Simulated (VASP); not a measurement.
# NbCuP2 (P-6m2) in VASP: notebook

NbCuP2 is run at these levels: PBE; tasks: single point.

Program: VASP 6.6.1. These are calculated values, not measurements. Logs are shortened: lines on timing, memory, paths and dates and some standing lists are left out, and cuts for length are marked.

### Step 1. The cell of the first run

It takes space group P-6m2 (No. 187, hexagonal). The conventional cell has a = 3.564 Å, b = 3.564 Å, c = 5.534 Å, α = 90.00°, β = 90.00°, γ = 120.00°. Within 3.4 Å of Nb (site symmetry -6m2) lie 6 P at 2.54 Å and 2 Cu at 2.77 Å. Cu (site symmetry -6m2) has 6 P at 2.42 Å and 2 Nb at 2.77 Å within 3.2 Å. Within 3.2 Å of P (site symmetry 3m) lie 3 Cu at 2.42 Å and 3 Nb at 2.54 Å and 2 P at 2.55 to 2.99 Å.

### Step 2. Single point, PBE, collinear spin, ferromagnetic start

File INCAR:

```
SYSTEM = NbCuP2
  PREC = Accurate
  ENCUT = 520
  EDIFF = 1E-6
  ISMEAR = 0
  SIGMA = 0.1
  LREAL = .FALSE.
  LASPH = .TRUE.
  NELM = 150
  ALGO = Normal
  ISIF = 2
  LWAVE = .FALSE.
  LCHARG = .FALSE.
  ISPIN = 2
  MAGMOM = 1 0 0 0
  LORBIT = 11
  LMAXMIX = 4
  GGA = PE
  NBANDS = 29
```

File KPOINTS:

```
regular mesh
0
G
  6 6 4
  0 0 0
```

File POSCAR:

```
NbCuP2
1.0
    3.5635332574      0.0000000000      0.0000000000
   -1.7817666287      3.0861103282      0.0000000000
    0.0000000000      0.0000000000      5.5343956840
Nb Cu P
1 1 2
Direct
    0.3333333333      0.6666666667      0.5000000000
    0.3333333333      0.6666666667      0.0000000000
    0.0000000000      0.0000000000      0.7698560198
    0.0000000000      0.0000000000      0.2301439802
```

Potentials or basis: VASP PAW PBE potentials, release 64 (Nb_sv, Cu, P).

Started as:

```
$ cat potpaw_PBE.64/Nb_sv/POTCAR potpaw_PBE.64/Cu/POTCAR potpaw_PBE.64/P/POTCAR > POTCAR
$ mpirun -np 1 vasp_std > vasp.out
```

OUTCAR:

```text
SYSTEM = NbCuP2
   PREC = Accurate
   ENCUT = 520
   EDIFF = 1E-6
   ISMEAR = 0
   LREAL = .FALSE.
   LASPH = .TRUE.
   NELM = 150
   ISIF = 2
   ISPIN = 2
   LORBIT = 11
   GGA = PE

 ion  position               nearest neighbor table
   1  0.333  0.667  0.500-   3 2.54   4 2.54   3 2.54   4 2.54   3 2.54   4 2.54   2 2.77   2 2.77

   2  0.333  0.667  0.000-   3 2.42   4 2.42   3 2.42   4 2.42   3 2.42   4 2.42   1 2.77   1 2.77

   3  0.000  0.000  0.770-   2 2.42   2 2.42   2 2.42   1 2.54   1 2.54   1 2.54   4 2.55
   4  0.000  0.000  0.230-   2 2.42   2 2.42   2 2.42   1 2.54   1 2.54   1 2.54   3 2.55

  LATTYP: Found a hexagonal cell.
 ALAT       =     3.5635332574
 C/A-ratio  =     1.5530641316

  Lattice vectors:

 A1 = (   3.5635332574,   0.0000000000,   0.0000000000)
 A2 = (  -1.7817666287,   3.0861103282,   0.0000000000)
 A3 = (   0.0000000000,   0.0000000000,   5.5343956840)

Analysis of symmetry for initial positions (statically):
=====================================================================
 Subroutine PRICEL returns:
 Original cell was already a primitive cell.

 Routine SETGRP: Setting up the symmetry group for a
 hexagonal supercell.

 Subroutine GETGRP returns: Found 12 space group operations
 (whereof 12 operations were pure point group operations)
 out of a pool of 24 trial point group operations.

The static configuration has the point symmetry D_3h.

Analysis of symmetry for dynamics (positions and initial velocities):
=====================================================================
 Subroutine PRICEL returns:
 Original cell was already a primitive cell.

 Routine SETGRP: Setting up the symmetry group for a
 hexagonal supercell.

 Subroutine GETGRP returns: Found 12 space group operations
 (whereof 12 operations were pure point group operations)
 out of a pool of 24 trial point group operations.

The dynamic configuration has the point symmetry D_3h.

Analysis of structural, dynamic, and magnetic symmetry:
=====================================================================
 Subroutine PRICEL returns:
 Original cell was already a primitive cell.

 Routine SETGRP: Setting up the symmetry group for a
 hexagonal supercell.

 Subroutine GETGRP returns: Found 12 space group operations
 (whereof 12 operations were pure point group operations)
 out of a pool of 24 trial point group operations.

The overall configuration has the point symmetry D_3h.

 Subroutine INISYM returns: Found 12 space group operations
 (whereof 12 operations are pure point group operations),
 and found     1 'primitive' translations

----------------------------------------------------------------------------------------

                                     Primitive cell

  volume of cell :      60.8643

  direct lattice vectors                    reciprocal lattice vectors
     3.563533257  0.000000000  0.000000000     0.280620364  0.162016243  0.000000000
    -1.781766629  3.086110328  0.000000000     0.000000000  0.324032485  0.000000000
     0.000000000  0.000000000  5.534395684     0.000000000  0.000000000  0.180688201

  length of vectors
     3.563533257  3.563533257  5.534395684     0.324032485  0.324032485  0.180688201

  position of ions in fractional coordinates (direct lattice)
     0.333333333  0.666666667  0.500000000
     0.333333333  0.666666667  0.000000000
     0.000000000  0.000000000  0.769856020
     0.000000000  0.000000000  0.230143980

  ion indices of the primitive-cell ions
   primitive index   ion index
                 1           1
                 2           2
                 3           3
                 4           4

----------------------------------------------------------------------------------------

 KPOINTS: regular mesh

Automatic generation of k-mesh.
 Grid dimensions read from file:
 generate k-points for:    6    6    4

 Generating k-lattice:

  Cartesian coordinates                     Fractional coordinates (reciprocal lattice)
     0.046770061  0.027002707  0.000000000     0.166666667 -0.000000000  0.000000000
     0.000000000  0.054005414  0.000000000     0.000000000  0.166666667  0.000000000
     0.000000000  0.000000000  0.045172050     0.000000000  0.000000000  0.250000000

  Length of vectors
     0.054005414  0.054005414  0.045172050

  Shift w.r.t. Gamma in fractional coordinates (k-lattice)
     0.000000000  0.000000000  0.000000000

 Subroutine IBZKPT returns following result:
 ===========================================

 Found     21 irreducible k-points:

 Following reciprocal coordinates:
            Coordinates               Weight
  0.000000  0.000000  0.000000      1.000000
  0.166667 -0.000000  0.000000      6.000000
  0.333333 -0.000000  0.000000      6.000000
  0.500000  0.000000  0.000000      3.000000
  0.166667  0.166667  0.000000      6.000000
  0.333333  0.166667  0.000000     12.000000
[... 13 lines left out ...]
  0.333333  0.166667  0.500000     12.000000
  0.333333  0.333333  0.500000      2.000000
   k-points           NKPTS =     21   k-points in BZ     NKDIM =     21   number of bands    NBANDS=     29
   number of dos      NEDOS =    301   number of ions     NIONS =      4
   total plane-waves  NPLWV =  32928
   dimension x,y,z NGX =    28 NGY =   28 NGZ =   42
   dimension x,y,z NGXF=    56 NGYF=   56 NGZF=   84
   ions per type =               1   1   2
   NGX,Y,Z   is equivalent  to a cutoff of  13.06, 13.06, 12.62 a.u.
   NGXF,Y,Z  is equivalent  to a cutoff of  26.13, 26.13, 25.23 a.u.
 SYSTEM =  NbCuP2
   PREC   = accura    normal or accurate (medium, high low for compatibility)
   ISTART =      0    job   : 0-new  1-cont  2-samecut
   ICHARG =      2    charge: 1-file 2-atom 10-const
   ISPIN  =      2    spin polarized calculation?
   LNONCOLLINEAR =      F non collinear calculations
   LSORBIT =      F    spin-orbit coupling
   LASPH  =      T    aspherical Exc in radial PAW
   ENCUT  =  520.0 eV  38.22 Ry    6.18 a.u.   6.63  6.63 10.29*2*pi/ulx,y,z
   NELM   =    150;   NELMIN=  2; NELMDL= -5     # of ELM steps
   EDIFF  = 0.1E-05   stopping-criterion for ELM
   LREAL  =      F    real-space projection
   EDIFFG = 0.1E-04   stopping-criterion for IOM
   NSW    =      0    number of steps for IOM
   IBRION =     -1    ionic relax: 0-MD 1-quasi-New 2-CG
   NFREE  =      0    steps in history (QN), initial steepest desc. (CG)
   ISIF   =      2    stress and relaxation
   ISYM   =      2    0-nonsym 1-usesym 2-fastsym
   POTIM  = 0.5000    time-step for ionic-motion
   TEBEG  =    0.0;   TEEND  =   0.0 temperature during run
   PSTRESS=    0.0 pullay stress
   NELECT =      34.0000    total number of electrons
   NUPDOWN=      -1.0000    fix difference up-down
   EMIN   =  10.00;   EMAX   =-10.00  energy-range for DOS
   EFERMI =   0.00;   METHOD = LEGACY
   ISMEAR =     0;   SIGMA  =   0.10  broadening in eV -4-tet -1-fermi 0-gaus
   EFERMI_NEDOS =   21; number of points for ismear=-14 and -15
   IALGO  =     38    algorithm
   IMIX   =      4    mixing-type and parameters
     AMIX     =   0.40;   BMIX     =  1.00
     AMIX_MAG =   1.60;   BMIX_MAG =  1.00
  volume/ion in A,a.u.               =      15.22       102.68
  Fermi-wavevector in a.u.,A,eV,Ry     =   1.348281  2.547881 24.733498  1.817861
  Thomas-Fermi vector in A             =   2.475962
   LORBIT       =     11    0 simple, 1 ext, 2 COOP (PROOUT), +10 PAW based schemes
   GGA     = PE    functional components
   LHFCALC =     F    Hartree Fock is set to
   AEXX    =    0.0000 exact exchange contribution
   IVDW    =     0    specifies the selected vdW correction
   LEPSILON=     F    determine dielectric tensor
   LRPA    =     F    only Hartree local field effects (RPA)
 spin polarized calculation
 Gauss-broadening in eV      SIGMA  =   0.10
  energy-cutoff  :      520.00
  volume of cell :       60.86
 maximum number of plane-waves:      1677
 NGX is ok and might be reduce to    28
   NGX = 13   NGY = 13   NGZ = 21

 number of electron      34.0000000 magnetization      -0.0003036

 number of electron      34.0000000 magnetization       0.0000689

 Free energy of the ion-electron system (eV)
  ---------------------------------------------------
  ext. energy  EPLUGINS =         0.00000000
  ---------------------------------------------------
  free energy    TOTEN  =       -26.68822756 eV

  energy without entropy =      -26.68641810  energy(sigma->0) =      -26.68732283

 E-fermi :   9.7220     XC(G=0): -11.6645

 val. band max:        9.4587307504   @ k =   0.3333   0.3333   0.2500
 cond. band min:       9.8197400273   @ k =   0.3333   0.1667   0.5000
 fundamental gap:      0.3610092769
 Fermi energy:         9.7219792517

 spin component 1

 k-point     1 :       0.0000    0.0000    0.0000
  band No.  band energies     occupation
      1     -45.6292      1.00000
      2     -21.8228      1.00000
      3     -21.6368      1.00000
      4     -21.6368      1.00000
      5      -4.2839      1.00000
      6      -0.4208      1.00000
[... 639 lines left out ...]
      6      -0.6752      1.00000
[... 21 lines left out ...]
     28      19.4495      0.00000
     29      19.9622      0.00000
 Fermi energy:         9.7219792517

 spin component 2

 k-point     1 :       0.0000    0.0000    0.0000
  band No.  band energies     occupation
      1     -45.6293      1.00000
      2     -21.8228      1.00000
      3     -21.6369      1.00000
      4     -21.6369      1.00000
      5      -4.2839      1.00000
      6      -0.4208      1.00000
[... 661 lines left out ...]
     28      19.4495      0.00000
     29      19.9623      0.00000

------------------------ aborting loop because EDIFF is reached ----------------------------------------

  FORCE on cell =-STRESS in cart. coord.  units (eV):
  Direction    XX          YY          ZZ          XY          YZ          ZX
  --------------------------------------------------------------------------------------
  -------------------------------------------------------------------------------------
  Total        0.1146017      0.1146017     -0.1083709      0.0000000     -0.0000000     -0.0000000
  in kB        3.0167479      3.0167479     -2.8527296      0.0000000     -0.0000000     -0.0000000
  external PRESSURE =       1.0602554 kB  Pullay stress =       0.0000000 kB

 VOLUME and BASIS-vectors are now :
 -----------------------------------------------------------------------------
  energy-cutoff  :      520.00
  volume of cell :       60.86
      direct lattice vectors                 reciprocal lattice vectors
     3.563533257  0.000000000  0.000000000     0.280620364  0.162016243  0.000000000
    -1.781766629  3.086110328  0.000000000     0.000000000  0.324032485  0.000000000
     0.000000000  0.000000000  5.534395684     0.000000000  0.000000000  0.180688201

 POSITION                                       TOTAL-FORCE (eV/Angst)
 -----------------------------------------------------------------------------------
     -0.00000      2.05741      2.76720         0.000000     -0.000000      0.000000
     -0.00000      2.05741      0.00000        -0.000000      0.000000      0.000000
      0.00000      0.00000      4.26069         0.000000     -0.000000     -0.017975
      0.00000      0.00000      1.27371         0.000000     -0.000000      0.017975
 -----------------------------------------------------------------------------------
    total drift:                               -0.000002      0.000001     -0.000000

  FREE ENERGIE OF THE ION-ELECTRON SYSTEM (eV)
  ---------------------------------------------------
  free  energy   TOTEN  =       -26.6882275594 eV

  energy  without entropy=      -26.6864180984  energy(sigma->0) =      -26.68732283

 total charge

# of ion       s       p       d       tot
------------------------------------------
    1        2.147   6.017   2.514  10.678
    2        0.441   0.469   9.191  10.101
    3        1.022   1.457   0.000   2.480
    4        1.022   1.457   0.000   2.480
--------------------------------------------------
tot          4.633   9.400  11.705  25.738

 magnetization (x)

# of ion       s       p       d       tot
------------------------------------------
    1        0.000   0.000   0.000   0.000
    2       -0.000  -0.000  -0.000  -0.000
    3       -0.000  -0.000   0.000  -0.000
    4       -0.000  -0.000   0.000  -0.000
--------------------------------------------------
tot         -0.000  -0.000   0.000  -0.000
```

Run time: 2.1 min. Hardware: 1 thread of Oxide Virtual Turin-like, shared host; peak memory 0.2 GiB.

What came out:

```yaml
Free_energy: -26.6882 eV
Pressure: 0.1 GPa
Largest_force: 0.018 eV/Å
Band_gap_on_the_k_mesh: zero (filled and empty bands overlap)
Net_moment: 0.00 μB per cell
Valence_electrons_inside_the_program's_atomic_spheres: Nb 10.68; Cu 10.10; P 2.48
```

Forces in eV/Å, atoms in the order of the input:
```
Nb   0.000  0.000  0.000
Cu   0.000  0.000  0.000
P    0.000  0.000 -0.018
P    0.000  0.000  0.018
```

Stress tensor (GPa, compression positive):
```
 0.30  0.00  0.00
 0.00  0.30  0.00
 0.00  0.00 -0.29
```

### Step 3. Single point, PBE

This run uses another cell than the first one, of 15.27 Å³/atom, 1.004 times its volume.

File INCAR:

```
PREC     = Accurate       # precision mode
ENCUT    = 520            # plane-wave cutoff, eV
EDIFF    = 1E-6           # SCF threshold, eV
ISMEAR   = 0              # smearing method
SIGMA    = 0.1            # smearing width, eV
LREAL    = F              # projectors in reciprocal space
LASPH    = T              # aspherical terms in the spheres
NELM     = 60             # most SCF steps
ALGO     = Normal         # electronic algorithm
ISIF     = 2              # what is computed and relaxed
LWAVE    = F              # write WAVECAR
LCHARG   = T              # write CHGCAR
GGA      = PE             # functional
LELF     = T              # ELF
LVHAR    = T            
NBANDS   = 25             # bands
```

File KPOINTS:

```
Automatic mesh
0
Gamma
  18 18 8
```

File POSCAR:

```
NbCuP2
1.0
    3.5702095126      0.0000000000      0.0000000000
   -1.7851047563      3.0918921347      0.0000000000
    0.0000000000      0.0000000000      5.5331674181
Nb Cu P
1 1 2
Direct
    0.3333333333      0.6666666667      0.5000000000
    0.3333333333      0.6666666667      0.0000000000
    0.0000000000      0.0000000000      0.7689711925
    0.0000000000      0.0000000000      0.2310288075
```

Potentials or basis: VASP PAW PBE potentials, release 64 (Nb_sv, Cu, P).

Started as:

```
$ cat potpaw_PBE.64/Nb_sv/POTCAR potpaw_PBE.64/Cu/POTCAR potpaw_PBE.64/P/POTCAR > POTCAR
$ mpirun -np 1 vasp_std > vasp.out
```

Wall time 7.7 min (1 thread of Oxide Virtual Turin-like, shared host); peak memory 0.37 GiB.

Results (log left out):

| Quantity | Value |
| --- | --- |
| Free energy | -26.6859 eV |
| Pressure | -0.1 GPa |
| Largest force | 0.018 eV/Å |
| Band gap on the k mesh | zero (band 17 reaches 10.11 eV, above the bottom of band 18 at 9.54 eV) |

Forces on the atoms (eV/Å):
```
Nb   0.000  0.000  0.000
Cu   0.000  0.000  0.000
P    0.000  0.000 -0.018
P    0.000  0.000  0.018
```

Stress tensor (GPa, compression positive):
```
-0.05  0.00  0.00
 0.00 -0.05  0.00
 0.00  0.00 -0.23
```

Levels at points of the mesh, in eV from the Fermi level:
```csv
k point,band 14,band 15,band 16,band 17,band 18,band 19,band 20,band 21
"(0.00, 0.00, 0.00)",-2.40,-0.95,-0.95,0.50,1.81,1.81,2.50,2.68
"(0.50, 0.00, 0.00)",-3.02,-2.42,-1.68,-1.43,1.54,1.75,2.11,2.94
"(0.00, 0.00, 0.50)",-2.54,-2.20,-1.79,-1.79,2.16,2.16,2.40,3.45
"(0.50, 0.00, 0.50)",-3.20,-2.93,-2.13,-0.38,0.73,1.81,2.09,2.22
```

### Step 4. Single point, PBE

This run uses another cell than the first one, of 15.29 Å³/atom, 1.005 times its volume.

File INCAR:

```
PREC     = Accurate       # precision mode
ENCUT    = 520            # plane-wave cutoff, eV
EDIFF    = 1E-6           # SCF threshold, eV
ISMEAR   = -1             # smearing method
SIGMA    = 0.15           # smearing width, eV
LREAL    = False          # projectors in reciprocal space
LASPH    = True           # aspherical terms in the spheres
NELM     = 80             # most SCF steps
ALGO     = Normal         # electronic algorithm
ISIF     = 2              # what is computed and relaxed
LWAVE    = False          # write WAVECAR
LCHARG   = False          # write CHGCAR
GGA      = PE             # functional
NBANDS   = 25             # bands
```

File KPOINTS:

```
regular mesh
0
Gamma
  18 18 8
```

File POSCAR:

```
NbCuP2
1.0
    3.5698378010      0.0000000000      0.0000000000
   -1.7849189005      3.0915702231      0.0000000000
    0.0000000000      0.0000000000      5.5429933833
Nb Cu P
1 1 2
Direct
    0.3333333333      0.6666666667      0.5000000000
    0.3333333333      0.6666666667      0.0000000000
    0.0000000000      0.0000000000      0.7682813897
    0.0000000000      0.0000000000      0.2317186103
```

Started as:

```
$ cat potpaw_PBE.64/Nb_sv/POTCAR potpaw_PBE.64/Cu/POTCAR potpaw_PBE.64/P/POTCAR > POTCAR
$ mpirun -np 1 vasp_std > vasp.out
```

Run time: 7.3 min. Hardware: 1 thread of Oxide Virtual Turin-like, shared host; peak memory 0.37 GiB.

Results (log left out):

```yaml
Free_energy: -26.7051 eV
Pressure: -0.1 GPa
Largest_force: 0.020 eV/Å
Band_gap_on_the_k_mesh: zero (band 17 reaches 10.10 eV, above the bottom of band 18 at 9.51 eV)
```

Forces on the atoms (eV/Å):
```
Nb   0.000  0.000  0.000
Cu   0.000  0.000  0.000
P    0.000  0.000 -0.020
P    0.000  0.000  0.020
```

Stress tensor (GPa, compression positive):
```
-0.06  0.00  0.00
 0.00 -0.06  0.00
 0.00  0.00 -0.25
```

Levels at points of the mesh, in eV from the Fermi level:
```tsv
k point	band 14	band 15	band 16	band 17	band 18	band 19	band 20	band 21
(0.00, 0.00, 0.00)	-2.31	-0.87	-0.87	0.60	1.93	1.93	2.55	2.77
(0.50, 0.00, 0.00)	-2.94	-2.31	-1.60	-1.34	1.64	1.82	2.20	3.03
(0.00, 0.00, 0.50)	-2.46	-2.11	-1.69	-1.69	2.26	2.26	2.47	3.57
(0.50, 0.00, 0.50)	-3.10	-2.83	-2.05	-0.30	0.80	1.90	2.18	2.31
```

### Step 5. Summary

| spin | cell | k mesh | smearing | gap on the mesh (eV) | pressure (GPa) | largest force (eV/Å) |
| --- | --- | --- | --- | --- | --- | --- |
| collinear, ferromagnetic start | a = 3.564, b = 3.564, c = 5.534 Å, angles 90.0, 90.0, 120.0°, 4 atoms | 6 × 6 × 4 | gaussian 0.1 eV | none | 0.1 | 0.02 |
| off | a = 3.570, b = 3.570, c = 5.533 Å, angles 90.0, 90.0, 120.0°, 4 atoms | 18 × 18 × 8 | gaussian 0.1 eV | none | -0.1 | 0.02 |
| off | a = 3.570, b = 3.570, c = 5.543 Å, angles 90.0, 90.0, 120.0°, 4 atoms | 18 × 18 × 8 | fermi-dirac 0.15 eV | none | -0.1 | 0.02 |

Alike in all rows: task single point; level PBE; potentials or basis VASP PAW PBE potentials, release 64 (Nb_sv, Cu, P); cutoff (eV) 520.

Total energies depend on the potentials used, so only differences within one code and one set of settings carry meaning.
